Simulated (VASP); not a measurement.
# W (Pm-3m) in VASP: notebook

Runs on W. Level: PBEsol. Tasks: single point.

Everything below comes from runs of VASP 6.6.1. Logs are shortened: lines on timing, memory, paths and dates and some standing lists are left out, and cuts for length are marked.

## Step 1: The cell of the first run

Symmetry: Pm-3m, No. 221, cubic system. The conventional cell has a = 2.472 Å, b = 2.472 Å, c = 2.472 Å, α = 90.00°, β = 90.00°, γ = 90.00°. W (site symmetry m-3m) has 6 W at 2.47 Å within 3.3 Å.

## Step 2: Single point, PBEsol (volume scaled by 0.85)

INCAR reads:

```
SYSTEM = W
PREC = Accurate ; ENCUT = 520
EDIFF = 1E-7 ; ISMEAR = -1
SIGMA = 0.1 ; LREAL = .False.
LASPH = .True. ; NELM = 60
ALGO = Normal ; ISIF = 2
LWAVE = .False. ; LCHARG = .False.
GGA = PS ; NBANDS = 13
```

KPOINTS reads:

```
regular mesh
0
Gamma
  16 16 16
  0 0 0
```

POSCAR reads:

```
W
1.0
    2.4719052187      0.0000000000      0.0000000000
    0.0000000000      2.4719052187      0.0000000000
    0.0000000000      0.0000000000      2.4719052187
W
1
Direct
    0.0000000000      0.0000000000      0.0000000000
```

Potentials or basis: VASP PAW PBE potentials, release 64 (W_sv).

The run is started by

```
$ cat potpaw_PBE.64/W_sv/POTCAR > POTCAR
$ mpirun -np 1 vasp_std > vasp.out
```

OUTCAR:

```text
SYSTEM = W
   PREC = Accurate
   ENCUT = 520
   EDIFF = 1E-7
   ISMEAR = -1
   LREAL = .False.
   LASPH = .True.
   NELM = 60
   ISIF = 2
   GGA = PS

 ion  position               nearest neighbor table
   1  0.000  0.000  0.000-

  LATTYP: Found a simple cubic cell.
 ALAT       =     2.4719052187

  Lattice vectors:

 A1 = (   2.4719052187,   0.0000000000,   0.0000000000)
 A2 = (   0.0000000000,   2.4719052187,   0.0000000000)
 A3 = (   0.0000000000,   0.0000000000,   2.4719052187)

Analysis of symmetry for initial positions (statically):
=====================================================================
 Subroutine PRICEL returns:
 Original cell was already a primitive cell.

 Routine SETGRP: Setting up the symmetry group for a
 simple cubic supercell.

 Subroutine GETGRP returns: Found 48 space group operations
 (whereof 48 operations were pure point group operations)
 out of a pool of 48 trial point group operations.

The static configuration has the point symmetry O_h .

Analysis of symmetry for dynamics (positions and initial velocities):
=====================================================================
 Subroutine PRICEL returns:
 Original cell was already a primitive cell.

 Routine SETGRP: Setting up the symmetry group for a
 simple cubic supercell.

 Subroutine GETGRP returns: Found 48 space group operations
 (whereof 48 operations were pure point group operations)
 out of a pool of 48 trial point group operations.

The dynamic configuration has the point symmetry O_h .

 Subroutine INISYM returns: Found 48 space group operations
 (whereof 48 operations are pure point group operations),
 and found     1 'primitive' translations

----------------------------------------------------------------------------------------

                                     Primitive cell

  volume of cell :      15.1041

  direct lattice vectors                    reciprocal lattice vectors
     2.471905219  0.000000000  0.000000000     0.404546255  0.000000000  0.000000000
     0.000000000  2.471905219  0.000000000     0.000000000  0.404546255  0.000000000
     0.000000000  0.000000000  2.471905219     0.000000000  0.000000000  0.404546255

  length of vectors
     2.471905219  2.471905219  2.471905219     0.404546255  0.404546255  0.404546255

  position of ions in fractional coordinates (direct lattice)
     0.000000000  0.000000000  0.000000000

  ion indices of the primitive-cell ions
   primitive index   ion index
                 1           1

----------------------------------------------------------------------------------------

 KPOINTS: regular mesh

Automatic generation of k-mesh.
 Grid dimensions read from file:
 generate k-points for:   16   16   16

 Generating k-lattice:

  Cartesian coordinates                     Fractional coordinates (reciprocal lattice)
     0.025284141  0.000000000  0.000000000     0.062500000  0.000000000  0.000000000
     0.000000000  0.025284141  0.000000000     0.000000000  0.062500000  0.000000000
     0.000000000  0.000000000  0.025284141     0.000000000  0.000000000  0.062500000

  Length of vectors
     0.025284141  0.025284141  0.025284141

  Shift w.r.t. Gamma in fractional coordinates (k-lattice)
     0.000000000  0.000000000  0.000000000

 Subroutine IBZKPT returns following result:
 ===========================================

 Found    165 irreducible k-points:

 Following reciprocal coordinates:
            Coordinates               Weight
  0.000000  0.000000  0.000000      1.000000
  0.062500  0.000000  0.000000      6.000000
  0.125000  0.000000  0.000000      6.000000
  0.187500  0.000000  0.000000      6.000000
  0.250000  0.000000  0.000000      6.000000
  0.312500  0.000000  0.000000      6.000000
[... 16 lines left out ...]
  0.437500  0.125000  0.000000     24.000000
  0.500000  0.125000  0.000000     12.000000
 [... further k-points ...]
   k-points           NKPTS =    165   k-points in BZ     NKDIM =    165   number of bands    NBANDS=     13
   number of dos      NEDOS =    301   number of ions     NIONS =      1
   total plane-waves  NPLWV =   5832
   dimension x,y,z NGX =    18 NGY =   18 NGZ =   18
   dimension x,y,z NGXF=    36 NGYF=   36 NGZF=   36
   ions per type =               1
   NGX,Y,Z   is equivalent  to a cutoff of  12.11, 12.11, 12.11 a.u.
   NGXF,Y,Z  is equivalent  to a cutoff of  24.21, 24.21, 24.21 a.u.
 SYSTEM =  W
   PREC   = accura    normal or accurate (medium, high low for compatibility)
   ISTART =      0    job   : 0-new  1-cont  2-samecut
   ICHARG =      2    charge: 1-file 2-atom 10-const
   ISPIN  =      1    spin polarized calculation?
   LNONCOLLINEAR =      F non collinear calculations
   LSORBIT =      F    spin-orbit coupling
   LASPH  =      T    aspherical Exc in radial PAW
   ENCUT  =  520.0 eV  38.22 Ry    6.18 a.u.   4.60  4.60  4.60*2*pi/ulx,y,z
   NELM   =     60;   NELMIN=  2; NELMDL= -5     # of ELM steps
   EDIFF  = 0.1E-06   stopping-criterion for ELM
   LREAL  =      F    real-space projection
   EDIFFG = 0.1E-05   stopping-criterion for IOM
   NSW    =      0    number of steps for IOM
   IBRION =     -1    ionic relax: 0-MD 1-quasi-New 2-CG
   NFREE  =      0    steps in history (QN), initial steepest desc. (CG)
   ISIF   =      2    stress and relaxation
   ISYM   =      2    0-nonsym 1-usesym 2-fastsym
   POTIM  = 0.5000    time-step for ionic-motion
   TEBEG  =    0.0;   TEEND  =   0.0 temperature during run
   PSTRESS=    0.0 pullay stress
   NELECT =      14.0000    total number of electrons
   NUPDOWN=      -1.0000    fix difference up-down
   EMIN   =  10.00;   EMAX   =-10.00  energy-range for DOS
   EFERMI =   0.00;   METHOD = LEGACY
   ISMEAR =    -1;   SIGMA  =   0.10  broadening in eV -4-tet -1-fermi 0-gaus
   EFERMI_NEDOS =   21; number of points for ismear=-14 and -15
   IALGO  =     38    algorithm
   IMIX   =      4    mixing-type and parameters
     AMIX     =   0.40;   BMIX     =  1.00
     AMIX_MAG =   1.60;   BMIX_MAG =  1.00
  volume/ion in A,a.u.               =      15.10       101.93
  Fermi-wavevector in a.u.,A,eV,Ry     =   1.596194  3.016369 34.665407  2.547836
  Thomas-Fermi vector in A             =   2.693995
   LORBIT       =      0    0 simple, 1 ext, 2 COOP (PROOUT), +10 PAW based schemes
   GGA     = PS    functional components
   LHFCALC =     F    Hartree Fock is set to
   AEXX    =    0.0000 exact exchange contribution
   IVDW    =     0    specifies the selected vdW correction
   LEPSILON=     F    determine dielectric tensor
   LRPA    =     F    only Hartree local field effects (RPA)
 non-spin polarized calculation
  energy-cutoff  :      520.00
  volume of cell :       15.10
 maximum number of plane-waves:       437
   NGX =  9   NGY =  9   NGZ =  9

 number of electron      14.0000010 magnetization

 Free energy of the ion-electron system (eV)
  ---------------------------------------------------
  ext. energy  EPLUGINS =         0.00000000
  ---------------------------------------------------
  free energy    TOTEN  =       -11.92231213 eV

  energy without entropy =      -11.89866097  energy(sigma->0) =      -11.91048655

 E-fermi :  11.7939     XC(G=0): -13.8914

 val. band max:       11.7422082421   @ k =   0.4375   0.3750   0.1250
 cond. band min:      11.7973073407   @ k =   0.5000   0.5000   0.1250
 fundamental gap:      0.0550990985
 Fermi energy:        11.7939065261

 k-point     1 :       0.0000    0.0000    0.0000
  band No.  band energies     occupation
      1     -62.1259      2.00000
      2     -25.3609      2.00000
      3     -25.3609      2.00000
      4     -25.3609      2.00000
      5       2.3032      2.00000
      6       6.3979      2.00000
      7       6.3979      2.00000
      8      17.9505      0.00000
      9      17.9505      0.00000
     10      17.9505      0.00000
     11      28.2994      0.00000
     12      28.2994      0.00000
     13      28.2994      0.00000

 k-point     2 :       0.0625    0.0000    0.0000
  band No.  band energies     occupation
      1     -62.1180      2.00000
      2     -25.4577      2.00000
      3     -25.3529      2.00000
      4     -25.3529      2.00000
      5       2.4622      2.00000
      6       6.4397      2.00000
      7       6.5865      2.00000
      8      17.6422      0.00000
      9      17.6422      0.00000
     10      17.9711      0.00000
     11      27.5206      0.00000
     12      28.6663      0.00000
     13      28.6663      0.00000

 k-point     3 :       0.1250    0.0000    0.0000
  band No.  band energies     occupation
      1     -62.0956      2.00000
      2     -25.7272      2.00000
      3     -25.3300      2.00000
      4     -25.3300      2.00000
      5       2.8968      2.00000
      6       6.5605      2.00000
      7       7.1522      2.00000
      8      16.8627      0.00000
      9      16.8627      0.00000
     10      18.0298      0.00000
     11      25.9050      0.00000
     12      29.6054      0.00000
     13      29.6054      0.00000
[... 305 lines left out ...]
 k-point    23 :       0.4375    0.1250    0.0000
  band No.  band energies     occupation
      1     -61.8961      2.00000
      2     -27.4850      2.00000
      3     -25.4996      2.00000
      4     -25.1252      2.00000
      5       6.6332      2.00000
      6       8.3079      2.00000
      7       9.5245      2.00000
      8      13.1467      0.00000
      9      14.3150      0.00000
     10      17.5788      0.00000
     11      23.3114      0.00000
     12      27.5828      0.00000
     13      31.6612      0.00000

 k-point    24 :       0.5000    0.1250    0.0000
  band No.  band energies     occupation
      1     -61.8880      2.00000
      2     -27.5608      2.00000
      3     -25.4905      2.00000
      4     -25.1169      2.00000
      5       6.8475      2.00000
      6       8.4398      2.00000
      7       9.2688      2.00000
      8      13.0117      0.00001
      9      14.4412      0.00000
     10      17.6065      0.00000
     11      23.6993      0.00000
     12      27.3536      0.00000
     13      32.2326      0.00000

 [... further k-points ...]

------------------------ aborting loop because EDIFF is reached ----------------------------------------

  FORCE on cell =-STRESS in cart. coord.  units (eV):
  Direction    XX          YY          ZZ          XY          YZ          ZX
  --------------------------------------------------------------------------------------
  -------------------------------------------------------------------------------------
  Total        5.2325623      5.2325623      5.2325623      0.0000000     -0.0000000      0.0000000
  in kB      555.0467269    555.0467269    555.0467269      0.0000000     -0.0000000      0.0000000
  external PRESSURE =     555.0467269 kB  Pullay stress =       0.0000000 kB

 VOLUME and BASIS-vectors are now :
 -----------------------------------------------------------------------------
  energy-cutoff  :      520.00
  volume of cell :       15.10
      direct lattice vectors                 reciprocal lattice vectors
     2.471905219  0.000000000  0.000000000     0.404546255  0.000000000  0.000000000
     0.000000000  2.471905219  0.000000000     0.000000000  0.404546255  0.000000000
     0.000000000  0.000000000  2.471905219     0.000000000  0.000000000  0.404546255

 POSITION                                       TOTAL-FORCE (eV/Angst)
 -----------------------------------------------------------------------------------
      0.00000      0.00000      0.00000         0.000000      0.000000      0.000000
 -----------------------------------------------------------------------------------
    total drift:                                0.000000      0.000000      0.000000

  FREE ENERGIE OF THE ION-ELECTRON SYSTEM (eV)
  ---------------------------------------------------
  free  energy   TOTEN  =       -11.9223121287 eV

  energy  without entropy=      -11.8986609668  energy(sigma->0) =      -11.91048655
```

It took 7.8 s on 1 thread of Intel Xeon 6975P-C (Granite Rapids), shared host; peak memory 0.14 GiB.

What came out:

```yaml
Free_energy: -11.9223 eV
Pressure: 55.5 GPa
Band_gap_on_the_k_mesh: zero (band 7 reaches 14.15 eV, above the bottom of band 8 at 10.38 eV)
```

Caveat: the PAW data sets were made with another functional, which shifts forces and pressure a little; spin-orbit coupling is left out, which moves the levels of the heavy elements.

## Step 3: Single point, PBEsol (volume scaled by 0.85)

INCAR reads:

```
  PREC = Accurate
  ENCUT = 520
  EDIFF = 1E-6
  ISMEAR = -1
  SIGMA = 0.1
  LREAL = F
  LASPH = T
  NELM = 100
  ALGO = Normal
  ISIF = 2
  LWAVE = F
  LCHARG = T
  GGA = PS
  LELF = T
  LVHAR = T
  NBANDS = 13
```

KPOINTS reads:

```
regular mesh
0
Gamma
  16 16 16
```

POSCAR is that of step 2.

Potentials or basis: VASP PAW PBE potentials, release 64 (W_sv).

The run is started by

```
$ cat potpaw_PBE.64/W_sv/POTCAR > POTCAR
$ mpirun -np 1 vasp_std > vasp.out
```

It took 7.6 s on 1 thread of Intel Xeon 6975P-C (Granite Rapids), shared host; peak memory 0.14 GiB.

It converged, with:

* Free energy: -11.9223 eV
* Pressure: 55.5 GPa
* Band gap on the k mesh: zero (band 7 reaches 14.15 eV, above the bottom of band 8 at 10.38 eV)

Levels at points of the mesh, in eV from the Fermi level:
```csv
k point,band 4,band 5,band 6,band 7,band 8,band 9,band 10,band 11
"(0.00, 0.00, 0.00)",-37.15,-9.49,-5.40,-5.40,6.16,6.16,6.16,16.51
"(0.50, 0.00, 0.00)",-36.94,-5.55,-4.14,-0.55,1.08,1.08,6.72,11.98
"(0.50, 0.50, 0.00)",-36.74,-7.15,-3.23,2.13,2.13,5.99,5.99,9.72
"(0.50, 0.50, 0.50)",-38.77,-5.06,-5.06,-5.06,6.91,10.12,10.12,14.67
```

Caveat: the PAW data sets were made with another functional, which shifts forces and pressure a little; spin-orbit coupling is left out, which moves the levels of the heavy elements.

## Step 4: Single point, PBEsol (volume scaled by 0.95)

INCAR reads:

```
PREC = Accurate
ENCUT = 520
EDIFF = 1E-6
ISMEAR = -1
SIGMA = 0.1
LREAL = False
LASPH = True
NELM = 80
ALGO = Normal
ISIF = 2
LWAVE = False
LCHARG = False
GGA = PS
NBANDS = 13
```

KPOINTS reads:

```
Automatic mesh
0
Gamma
  16 16 16
```

POSCAR reads:

```
W
1.0
    2.5652717248      0.0000000000      0.0000000000
    0.0000000000      2.5652717248      0.0000000000
    0.0000000000      0.0000000000      2.5652717248
W
1
Direct
    0.0000000000      0.0000000000      0.0000000000
```

The run is started by

```
$ cat potpaw_PBE.64/W_sv/POTCAR > POTCAR
$ mpirun -np 1 vasp_std > vasp.out
```

Run time: 10 s. Hardware: 1 thread of Intel Xeon 6975P-C (Granite Rapids), shared host; peak memory 0.14 GiB.

The run converged. Its results:

| Item | Value |
| --- | --- |
| Free energy | -12.2906 eV |
| Pressure | 14.4 GPa |
| Band gap on the k mesh | zero (band 7 reaches 12.32 eV, above the bottom of band 8 at 9.03 eV) |

Levels at points of the mesh, in eV from the Fermi level:
| k point | band 5 | band 6 | band 7 | band 8 | band 9 | band 10 |
| --- | --- | --- | --- | --- | --- | --- |
| (0.00, 0.00, 0.00) | -8.98 | -4.74 | -4.74 | 5.28 | 5.28 | 5.28 |
| (0.50, 0.00, 0.00) | -5.29 | -3.66 | -0.69 | 0.99 | 0.99 | 5.74 |
| (0.50, 0.50, 0.00) | -6.17 | -3.04 | 1.87 | 1.87 | 5.22 | 5.22 |
| (0.50, 0.50, 0.50) | -4.35 | -4.35 | -4.35 | 7.18 | 8.63 | 8.63 |

Caveat: the PAW data sets were made with another functional, which shifts forces and pressure a little; spin-orbit coupling is left out, which moves the levels of the heavy elements.

(Continued in part 2 of 2.)
